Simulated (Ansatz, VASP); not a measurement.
## Two plane-wave programs on CuO

Contents of INCAR:

```
SYSTEM = CuO
  PREC = Accurate
  ENCUT = 520
  EDIFF = 1E-6
  ISMEAR = -1
  SIGMA = 0.05
  LREAL = .False.
  LASPH = .True.
  NELM = 60
  ALGO = Normal
  ISIF = 2
  LWAVE = .False.
  LCHARG = .False.
  GGA = RP
  NBANDS = 25
```

File KPOINTS:

```
regular mesh
0
Gamma
  10 10 5
  0 0 0
```

POSCAR

```
CuO
1.0
    2.3755041962     -1.7359473225      0.0000000000
    2.3755041962      1.7359473225      0.0000000000
   -0.8718787375      0.0000000000      5.1260155593
Cu O
2 2
Direct
    0.4968000000      0.0032000000      0.5000000000
    0.0032000000      0.4968000000      0.0000000000
    0.4056000000      0.5714000000      0.7537000000
    0.5714000000      0.4056000000      0.2537000000
```

The input input.yaml:

```yaml
crystal:
  lattice:
    - [2.3755041962, -1.7359473225, 0.0]
    - [2.3755041962, 1.7359473225, 0.0]
    - [-0.8718787375, 0.0, 5.1260155593]
  atoms:
    - { symbol: Cu, position: [0.4968, 0.0032, 0.5] }
    - { symbol: Cu, position: [0.0032, 0.4968, 0.0] }
    - { symbol: O, position: [0.4056, 0.5714, 0.7537] }
    - { symbol: O, position: [0.5714, 0.4056, 0.2537] }
hamiltonian:
  xc: rpbe
  pseudopotentials: { kind: paw }
kpoints:
  mp_grid: { grid: [10, 10, 5] }
scf:
  occupations: { method: fermi_dirac, width: 0.05 }
output:
  forces: true
  stress: true
  eigenvalues: true
```

Alike in both runs: task single point; functional RPBE; k mesh 10 × 10 × 5; occupations fermi-dirac, width 0.05 eV; no spin polarisation.

|  | VASP | Ansatz |
| --- | --- | --- |
| version | VASP 6.6.1 | Ansatz 0.2.0 |
| potentials or method | VASP PAW PBE potentials, release 64 (Cu, O) | Ansatz PAW |
| plane-wave cutoff (eV) | 520 | 420 |
| valence electrons in the cell | 34 | 50 |

VASP gave:

* gap on the k mesh at the Fermi level (eV): none
* pressure (GPa): 5.0
* traceless stress, the component that is largest in VASP (GPa): -1.28
* rms of the force components (eV/Å): 0.402

Which values does Ansatz return?

gap on the k mesh at the Fermi level (eV): none; pressure (GPa): 4.3; traceless stress, the component that is largest in VASP (GPa): -1.21; rms of the force components (eV/Å): 0.395.

VASP's potentials were made for PBE, not for RPBE. Atom by atom the forces differ by 0.021 eV/Å (rms over components). A gap of «none» marks a metal or a gap that the smearing closes. With one functional, cell and mesh, what is left measures potentials, basis and numerics. VASP's potentials hold 34 valence electrons a cell and Ansatz's 50, so a difference there can come from the potentials and not from the codes.
